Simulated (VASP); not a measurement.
# TiAl (Pm-3m) in VASP: further runs

TiAl is run at these levels: PBE, PBEsol; tasks: single point.

Everything below comes from runs of VASP 6.6.1. Logs are shortened: lines on timing, memory, paths and dates and some standing lists are left out, and cuts for length are marked.

## 1. The cell of the first run

The structure is cubic, space group Pm-3m (No. 221). The conventional cell has a = 3.179 Å, b = 3.179 Å, c = 3.179 Å, α = 90.00°, β = 90.00°, γ = 90.00°. Within 3.6 Å of Ti (site symmetry m-3m) lie 8 Al at 2.75 Å and 6 Ti at 3.18 Å. Al (site symmetry m-3m) has 8 Ti at 2.75 Å and 6 Al at 3.18 Å within 3.6 Å.

## 2. Single point, PBE

INCAR reads:

```
SYSTEM = TiAl
ALGO = Normal ; EDIFF = 1E-6
ENCUT = 500 ; GGA = PE
GGA_COMPAT = .FALSE. ; ISIF = 2
ISMEAR = 0 ; LASPH = .TRUE.
LCHARG = .TRUE. ; LELF = .TRUE.
LREAL = .FALSE. ; LVHAR = .TRUE.
LWAVE = .FALSE. ; NBANDS = 14
NELM = 120 ; PREC = Accurate
SIGMA = 0.026000000000000002
```

KPOINTS reads:

```
k-points
0
G
  8 8 8
  0 0 0
```

POSCAR reads:

```
TiAl
1.0
    3.1790640000      0.0000000000      0.0000000000
    0.0000000000      3.1790640000      0.0000000000
    0.0000000000      0.0000000000      3.1790640000
Ti Al
1 1
Direct
    0.0000000000      0.0000000000      0.0000000000
    0.5000000000      0.5000000000      0.5000000000
```

Potentials or basis: VASP PAW PBE potentials, release 64 (Ti_sv, Al).

Launch:

```console
> cat potpaw_PBE.64/Ti_sv/POTCAR potpaw_PBE.64/Al/POTCAR > POTCAR
> mpirun -np 1 vasp_std > vasp.out
```

OUTCAR:

```text
SYSTEM = TiAl
   EDIFF = 1E-6
   ENCUT = 500
   GGA = PE
   ISIF = 2
   ISMEAR = 0
   LASPH = .TRUE.
   LREAL = .FALSE.
   NELM = 120
   PREC = Accurate

 ion  position               nearest neighbor table
   1  0.000  0.000  0.000-   2 2.75   2 2.75   2 2.75   2 2.75   2 2.75   2 2.75   2 2.75   2 2.75

   2  0.500  0.500  0.500-   1 2.75   1 2.75   1 2.75   1 2.75   1 2.75   1 2.75   1 2.75   1 2.75

  LATTYP: Found a simple cubic cell.
 ALAT       =     3.1790640000

  Lattice vectors:

 A1 = (   3.1790640000,   0.0000000000,   0.0000000000)
 A2 = (   0.0000000000,   3.1790640000,   0.0000000000)
 A3 = (   0.0000000000,   0.0000000000,   3.1790640000)

Analysis of symmetry for initial positions (statically):
=====================================================================
 Subroutine PRICEL returns:
 Original cell was already a primitive cell.

 Routine SETGRP: Setting up the symmetry group for a
 simple cubic supercell.

 Subroutine GETGRP returns: Found 48 space group operations
 (whereof 48 operations were pure point group operations)
 out of a pool of 48 trial point group operations.

The static configuration has the point symmetry O_h .

Analysis of symmetry for dynamics (positions and initial velocities):
=====================================================================
 Subroutine PRICEL returns:
 Original cell was already a primitive cell.

 Routine SETGRP: Setting up the symmetry group for a
 simple cubic supercell.

 Subroutine GETGRP returns: Found 48 space group operations
 (whereof 48 operations were pure point group operations)
 out of a pool of 48 trial point group operations.

The dynamic configuration has the point symmetry O_h .

 Subroutine INISYM returns: Found 48 space group operations
 (whereof 48 operations are pure point group operations),
 and found     1 'primitive' translations

----------------------------------------------------------------------------------------

                                     Primitive cell

  volume of cell :      32.1290

  direct lattice vectors                    reciprocal lattice vectors
     3.179064000  0.000000000  0.000000000     0.314557996  0.000000000  0.000000000
     0.000000000  3.179064000  0.000000000     0.000000000  0.314557996  0.000000000
     0.000000000  0.000000000  3.179064000     0.000000000  0.000000000  0.314557996

  length of vectors
     3.179064000  3.179064000  3.179064000     0.314557996  0.314557996  0.314557996

  position of ions in fractional coordinates (direct lattice)
     0.000000000  0.000000000  0.000000000
     0.500000000  0.500000000  0.500000000

  ion indices of the primitive-cell ions
   primitive index   ion index
                 1           1
                 2           2

----------------------------------------------------------------------------------------

 KPOINTS: k-points

Automatic generation of k-mesh.
 Grid dimensions read from file:
 generate k-points for:    8    8    8

 Generating k-lattice:

  Cartesian coordinates                     Fractional coordinates (reciprocal lattice)
     0.039319749  0.000000000  0.000000000     0.125000000  0.000000000  0.000000000
     0.000000000  0.039319749  0.000000000     0.000000000  0.125000000  0.000000000
     0.000000000  0.000000000  0.039319749     0.000000000  0.000000000  0.125000000

  Length of vectors
     0.039319749  0.039319749  0.039319749

  Shift w.r.t. Gamma in fractional coordinates (k-lattice)
     0.000000000  0.000000000  0.000000000

 Subroutine IBZKPT returns following result:
 ===========================================

 Found     35 irreducible k-points:

 Following reciprocal coordinates:
            Coordinates               Weight
  0.000000  0.000000  0.000000      1.000000
  0.125000  0.000000  0.000000      6.000000
  0.250000  0.000000  0.000000      6.000000
  0.375000  0.000000  0.000000      6.000000
  0.500000  0.000000  0.000000      3.000000
  0.125000  0.125000  0.000000     12.000000
[... 16 lines left out ...]
  0.375000  0.375000  0.125000     24.000000
  0.500000  0.375000  0.125000     24.000000
 [... further k-points ...]
   k-points           NKPTS =     35   k-points in BZ     NKDIM =     35   number of bands    NBANDS=     14
   number of dos      NEDOS =    301   number of ions     NIONS =      2
   total plane-waves  NPLWV =  13824
   dimension x,y,z NGX =    24 NGY =   24 NGZ =   24
   dimension x,y,z NGXF=    48 NGYF=   48 NGZF=   48
   ions per type =               1   1
   NGX,Y,Z   is equivalent  to a cutoff of  12.55, 12.55, 12.55 a.u.
   NGXF,Y,Z  is equivalent  to a cutoff of  25.10, 25.10, 25.10 a.u.
 SYSTEM =  TiAl
   PREC   = accura    normal or accurate (medium, high low for compatibility)
   ISTART =      0    job   : 0-new  1-cont  2-samecut
   ICHARG =      2    charge: 1-file 2-atom 10-const
   ISPIN  =      1    spin polarized calculation?
   LNONCOLLINEAR =      F non collinear calculations
   LSORBIT =      F    spin-orbit coupling
   LASPH  =      T    aspherical Exc in radial PAW
   ENCUT  =  500.0 eV  36.75 Ry    6.06 a.u.   5.80  5.80  5.80*2*pi/ulx,y,z
   NELM   =    120;   NELMIN=  2; NELMDL= -5     # of ELM steps
   EDIFF  = 0.1E-05   stopping-criterion for ELM
   LREAL  =      F    real-space projection
   EDIFFG = 0.1E-04   stopping-criterion for IOM
   NSW    =      0    number of steps for IOM
   IBRION =     -1    ionic relax: 0-MD 1-quasi-New 2-CG
   NFREE  =      0    steps in history (QN), initial steepest desc. (CG)
   ISIF   =      2    stress and relaxation
   ISYM   =      2    0-nonsym 1-usesym 2-fastsym
   POTIM  = 0.5000    time-step for ionic-motion
   TEBEG  =    0.0;   TEEND  =   0.0 temperature during run
   PSTRESS=    0.0 pullay stress
   NELECT =      15.0000    total number of electrons
   NUPDOWN=      -1.0000    fix difference up-down
   EMIN   =  10.00;   EMAX   =-10.00  energy-range for DOS
   EFERMI =   0.00;   METHOD = LEGACY
   ISMEAR =     0;   SIGMA  =   0.03  broadening in eV -4-tet -1-fermi 0-gaus
   EFERMI_NEDOS =   21; number of points for ismear=-14 and -15
   IALGO  =     38    algorithm
   IMIX   =      4    mixing-type and parameters
     AMIX     =   0.40;   BMIX     =  1.00
     AMIX_MAG =   1.60;   BMIX_MAG =  1.00
  volume/ion in A,a.u.               =      16.06       108.41
  Fermi-wavevector in a.u.,A,eV,Ry     =   1.270007  2.399964 21.945065  1.612917
  Thomas-Fermi vector in A             =   2.403017
   LORBIT       =      0    0 simple, 1 ext, 2 COOP (PROOUT), +10 PAW based schemes
   GGA     = PE    functional components
   LHFCALC =     F    Hartree Fock is set to
   AEXX    =    0.0000 exact exchange contribution
   IVDW    =     0    specifies the selected vdW correction
   LEPSILON=     F    determine dielectric tensor
   LRPA    =     F    only Hartree local field effects (RPA)
 non-spin polarized calculation
 Gauss-broadening in eV      SIGMA  =   0.03
  energy-cutoff  :      500.00
  volume of cell :       32.13
 maximum number of plane-waves:       840
 NGX is ok and might be reduce to    24
   NGX = 11   NGY = 11   NGZ = 11

 number of electron      14.9999994 magnetization

 Free energy of the ion-electron system (eV)
  ---------------------------------------------------
  ext. energy  EPLUGINS =         0.00000000
  ---------------------------------------------------
  free energy    TOTEN  =       -12.10164642 eV

  energy without entropy =      -12.10003417  energy(sigma->0) =      -12.10084030

 E-fermi :   8.7768     XC(G=0): -11.0861

 val. band max:        8.7586252727   @ k =   0.3750   0.1250   0.1250
 cond. band min:       8.7901296110   @ k =   0.3750   0.3750   0.2500
 fundamental gap:      0.0315043384
 Fermi energy:         8.7768473511

 k-point     1 :       0.0000    0.0000    0.0000
  band No.  band energies     occupation
      1     -48.1062      2.00000
      2     -24.3085      2.00000
      3     -24.3085      2.00000
      4     -24.3085      2.00000
      5      -0.5000      2.00000
      6       7.3430      2.00000
      7       7.3430      2.00000
      8      10.5927      0.00000
      9      10.5927      0.00000
     10      10.5927      0.00000
     11      13.1889      0.00000
     12      13.1889      0.00000
     13      13.1889      0.00000
     14      17.5745      0.00000

 k-point     2 :       0.1250    0.0000    0.0000
  band No.  band energies     occupation
      1     -48.1040      2.00000
      2     -24.3338      2.00000
      3     -24.3063      2.00000
      4     -24.3063      2.00000
      5      -0.2518      2.00000
      6       7.1900      2.00000
      7       7.4533      2.00000
      8      10.2101      0.00000
      9      10.2101      0.00000
     10      10.6217      0.00000
     11      12.3331      0.00000
     12      13.7554      0.00000
     13      13.7554      0.00000
     14      17.2516      0.00000

 k-point     3 :       0.2500    0.0000    0.0000
  band No.  band energies     occupation
      1     -48.0988      2.00000
      2     -24.3945      2.00000
      3     -24.3010      2.00000
      4     -24.3010      2.00000
      5       0.4714      2.00000
      6       6.4021      2.00000
      7       7.7435      2.00000
      8       9.5726      0.00000
      9       9.5726      0.00000
     10      10.6928      0.00000
     11      11.5257      0.00000
     12      14.9677      0.00000
     13      14.9677      0.00000
     14      16.4553      0.00000

 k-point     4 :       0.3750    0.0000    0.0000
  band No.  band energies     occupation
      1     -48.0935      2.00000
      2     -24.4546      2.00000
      3     -24.2957      2.00000
      4     -24.2957      2.00000
      5       1.6035      2.00000
      6       4.9044      2.00000
      7       8.0778      2.00000
      8       9.1047      0.00000
      9       9.1047      0.00000
     10      10.7656      0.00000
     11      11.5917      0.00000
     12      15.6344      0.00000
     13      16.4603      0.00000
     14      16.4603      0.00000

 k-point     5 :       0.5000    0.0000    0.0000
  band No.  band energies     occupation
      1     -48.0914      2.00000
      2     -24.4793      2.00000
      3     -24.2935      2.00000
      4     -24.2935      2.00000
      5       2.7332      2.00000
      6       3.5851      2.00000
      7       8.2337      2.00000
      8       8.9379      0.00000
      9       8.9379      0.00000
     10      10.7963      0.00000
     11      11.7687      0.00000
[... 276 lines left out ...]
 k-point    22 :       0.5000    0.2500    0.1250
  band No.  band energies     occupation
      1     -48.0822      2.00000
      2     -24.4639      2.00000
      3     -24.3721      2.00000
      4     -24.3094      2.00000
      5       3.2949      2.00000
      6       4.7844      2.00000
      7       7.5282      2.00000
      8       8.5669      2.00000
      9       9.4393      0.00000
     10       9.7868      0.00000
     11      11.7462      0.00000
     12      14.3793      0.00000
     13      15.2355      0.00000
     14      15.8939      0.00000

 k-point    23 :       0.3750    0.3750    0.1250
  band No.  band energies     occupation
      1     -48.0792      2.00000
      2     -24.4332      2.00000
      3     -24.4307      2.00000
      4     -24.3062      2.00000
      5       3.2545      2.00000
      6       6.1259      2.00000
      7       6.6394      2.00000
      8       8.4716      2.00000
      9       9.4975      0.00000
     10       9.7152      0.00000
     11      11.7612      0.00000
     12      13.2652      0.00000
     13      14.6802      0.00000
     14      15.9867      0.00000

 k-point    24 :       0.5000    0.3750    0.1250
  band No.  band energies     occupation
      1     -48.0771      2.00000
      2     -24.4554      2.00000
      3     -24.4286      2.00000
      4     -24.3038      2.00000
      5       3.7207      2.00000
      6       5.7626      2.00000
      7       6.8159      2.00000
      8       8.2014      2.00000
      9       9.6816      0.00000
     10       9.7050      0.00000
     11      11.6260      0.00000
     12      13.4486      0.00000
     13      13.8799      0.00000
     14      16.1862      0.00000

 [... further k-points ...]
[... 5 lines left out ...]
  --------------------------------------------------------------------------------------
  -------------------------------------------------------------------------------------
  Total        0.1326399      0.1326399      0.1326399      0.0000000      0.0000000     -0.0000000
  in kB        6.6143460      6.6143460      6.6143460      0.0000000      0.0000000     -0.0000000
  external PRESSURE =       6.6143460 kB  Pullay stress =       0.0000000 kB

 VOLUME and BASIS-vectors are now :
 -----------------------------------------------------------------------------
  energy-cutoff  :      500.00
  volume of cell :       32.13
      direct lattice vectors                 reciprocal lattice vectors
     3.179064000  0.000000000  0.000000000     0.314557996  0.000000000  0.000000000
     0.000000000  3.179064000  0.000000000     0.000000000  0.314557996  0.000000000
     0.000000000  0.000000000  3.179064000     0.000000000  0.000000000  0.314557996

 POSITION                                       TOTAL-FORCE (eV/Angst)
 -----------------------------------------------------------------------------------
      0.00000      0.00000      0.00000         0.000000      0.000000      0.000000
      1.58953      1.58953      1.58953         0.000000      0.000000      0.000000
 -----------------------------------------------------------------------------------
    total drift:                                0.000000      0.000000      0.000000

  FREE ENERGIE OF THE ION-ELECTRON SYSTEM (eV)
  ---------------------------------------------------
  free  energy   TOTEN  =       -12.1016464248 eV

  energy  without entropy=      -12.1000341687  energy(sigma->0) =      -12.10084030
```

Wall time 6.7 s (1 thread of Intel Xeon 6975P-C, shared host); peak memory 0.14 GiB.

Results:

| Item | Value |
| --- | --- |
| Free energy | -12.1016 eV |
| Pressure | 0.7 GPa |

## 3. Single point, PBEsol

This run uses another cell than the first one, of 13.15 Å³/atom, 0.818 times its volume.

INCAR reads:

```
ALGO = Normal
EDIFF = 1E-6
ENCUT = 520
GGA = PS
ISIF = 2
ISMEAR = -1
LASPH = T
LCHARG = F
LREAL = F
LWAVE = F
NBANDS = 14
NELM = 100
PREC = Accurate
SIGMA = 0.05
```

KPOINTS reads:

```
k-points
0
Gamma
  8 8 8
```

POSCAR reads:

```
TiAl
1.0
    2.9735360824      0.0000000000      0.0000000000
    0.0000000000      2.9735360824      0.0000000000
    0.0000000000      0.0000000000      2.9735360824
Ti Al
1 1
Direct
    0.0000000000      0.0000000000      0.0000000000
    0.5000000000      0.5000000000      0.5000000000
```

Potentials or basis: VASP PAW PBE potentials, release 64 (Ti_sv, Al).

Launch:

```console
> cat potpaw_PBE.64/Ti_sv/POTCAR potpaw_PBE.64/Al/POTCAR > POTCAR
> mpirun -np 1 vasp_std > vasp.out
```

Wall time 14 s (1 thread of Intel Xeon 8259CL, shared host); peak memory 0.14 GiB.

The run converged. Its results:

- Free energy: -12.5503 eV
- Pressure: 30.1 GPa

Levels at points of the mesh, in eV from the Fermi level:
| k point | band 3 | band 4 | band 5 | band 6 | band 7 | band 8 | band 9 | band 10 | band 11 | band 12 |
| --- | --- | --- | --- | --- | --- | --- | --- | --- | --- | --- |
| (0.00, 0.00, 0.00) | -32.52 | -32.52 | -10.12 | -1.98 | -1.98 | 2.29 | 2.29 | 2.29 | 5.53 | 5.53 |
| (0.50, 0.00, 0.00) | -32.48 | -32.48 | -6.19 | -5.76 | -0.79 | 0.19 | 0.19 | 2.57 | 3.96 | 6.71 |
| (0.50, 0.50, 0.00) | -32.82 | -32.45 | -5.61 | -2.04 | -2.04 | -1.74 | 0.79 | 0.79 | 3.59 | 6.12 |
| (0.50, 0.50, 0.50) | -32.77 | -32.77 | -3.76 | -3.76 | -3.76 | 1.95 | 3.60 | 3.60 | 3.60 | 3.68 |

Caveat: the PAW data sets were made with another functional, which shifts forces and pressure a little.

## 4. Single point, PBEsol

This run uses another cell than the first one, of 13.79 Å³/atom, 0.859 times its volume.

INCAR reads:

```
ALGO = Normal
EDIFF = 1E-6
ENCUT = 520
GGA = PS
ISIF = 2
ISMEAR = -1
LASPH = True
LCHARG = True
LELF = True
LREAL = False
LVHAR = True
LWAVE = False
NBANDS = 14
NELM = 100
PREC = Accurate
SIGMA = 0.05
```

KPOINTS is that of step 3.

POSCAR reads:

```
TiAl
1.0
    3.0216905299      0.0000000000      0.0000000000
    0.0000000000      3.0216905299      0.0000000000
    0.0000000000      0.0000000000      3.0216905299
Ti Al
1 1
Direct
    0.0000000000      0.0000000000      0.0000000000
    0.5000000000      0.5000000000      0.5000000000
```

Launch:

```console
> cat potpaw_PBE.64/Ti_sv/POTCAR potpaw_PBE.64/Al/POTCAR > POTCAR
> mpirun -np 1 vasp_std > vasp.out
```

It took 14 s on 1 thread of Intel Xeon 8259CL, shared host; peak memory 0.14 GiB.

The run converged. Its results:

| Property | Result |
| --- | --- |
| Free energy | -12.7529 eV |
| Pressure | 20.1 GPa |

Levels at points of the mesh, in eV from the Fermi level:
```
           k point  band 3  band 4  band 5  band 6  band 7  band 8  band 9  band 10  band 11  band 12
(0.00, 0.00, 0.00)  -32.62  -32.62   -9.92   -1.83   -1.83    2.16    2.16     2.16     5.24     5.24
(0.50, 0.00, 0.00)  -32.60  -32.60   -6.17   -5.62   -0.72    0.18    0.18     2.43     3.72     6.68
(0.50, 0.50, 0.00)  -32.88  -32.57   -5.45   -2.07   -2.07   -1.67    0.77     0.77     3.37     5.75
(0.50, 0.50, 0.50)  -32.84  -32.84   -3.59   -3.59   -3.59    1.62    3.41     3.41     3.41     3.46
```

Caveat: the PAW data sets were made with another functional, which shifts forces and pressure a little.

## 5. Single point, PBEsol

This run uses another cell than the first one, of 14.62 Å³/atom, 0.910 times its volume.

INCAR reads:

```
PREC = Accurate
ENCUT = 520
EDIFF = 1E-6
ISMEAR = -1
SIGMA = 0.05
LREAL = False
LASPH = True
NELM = 60
ALGO = Normal
ISIF = 2
LWAVE = False
LCHARG = True
GGA = PS
LELF = True
LVHAR = True
NBANDS = 14
```

KPOINTS reads:

```
regular mesh
0
Gamma
  8 8 8
```

POSCAR reads:

```
TiAl
1.0
    3.0804534370      0.0000000000      0.0000000000
    0.0000000000      3.0804534370      0.0000000000
    0.0000000000      0.0000000000      3.0804534370
Ti Al
1 1
Direct
    0.0000000000      0.0000000000      0.0000000000
    0.5000000000      0.5000000000      0.5000000000
```

Launch:

```console
> cat potpaw_PBE.64/Ti_sv/POTCAR potpaw_PBE.64/Al/POTCAR > POTCAR
> mpirun -np 1 vasp_std > vasp.out
```

Run time: 16 s. Hardware: 1 thread of Intel Xeon 8259CL, shared host; peak memory 0.14 GiB.

It converged, with:

```
Free energy : -12.9060 eV
Pressure    : 10.1 GPa
```

Levels at points of the mesh, in eV from the Fermi level:
| k point | band 3 | band 4 | band 5 | band 6 | band 7 | band 8 | band 9 | band 10 | band 11 | band 12 |
| --- | --- | --- | --- | --- | --- | --- | --- | --- | --- | --- |
| (0.00, 0.00, 0.00) | -32.76 | -32.76 | -9.67 | -1.67 | -1.67 | 2.02 | 2.02 | 2.02 | 4.91 | 4.91 |
| (0.50, 0.00, 0.00) | -32.73 | -32.73 | -6.12 | -5.46 | -0.65 | 0.16 | 0.16 | 2.26 | 3.43 | 6.63 |
| (0.50, 0.50, 0.00) | -32.96 | -32.71 | -5.27 | -2.09 | -2.09 | -1.59 | 0.75 | 0.75 | 3.13 | 5.33 |
| (0.50, 0.50, 0.50) | -32.93 | -32.93 | -3.39 | -3.39 | -3.39 | 1.24 | 3.20 | 3.20 | 3.20 | 3.21 |

Caveat: the PAW data sets were made with another functional, which shifts forces and pressure a little.

## 6. Overview

| level | cell | cutoff (eV) | smearing | gap on the mesh (eV) | pressure (GPa) |
| --- | --- | --- | --- | --- | --- |
| PBE | a = 3.179 Å, 2 atoms | 500 | gaussian 0.026 eV | none | 0.7 |
| PBEsol | a = 2.974 Å, 2 atoms | 520 | fermi-dirac 0.05 eV | none | 30.1 |
| PBEsol | a = 3.022 Å, 2 atoms | 520 | fermi-dirac 0.05 eV | none | 20.1 |
| PBEsol | a = 3.080 Å, 2 atoms | 520 | fermi-dirac 0.05 eV | none | 10.1 |

Alike in all rows: task single point; potentials or basis VASP PAW PBE potentials, release 64 (Ti_sv, Al); no spin polarisation; k mesh 8 × 8 × 8.

Caveats: the PAW data sets were made with another functional, which shifts forces and pressure a little (some runs).

Total energies depend on the potentials used, so only differences within one code and one set of settings carry meaning.
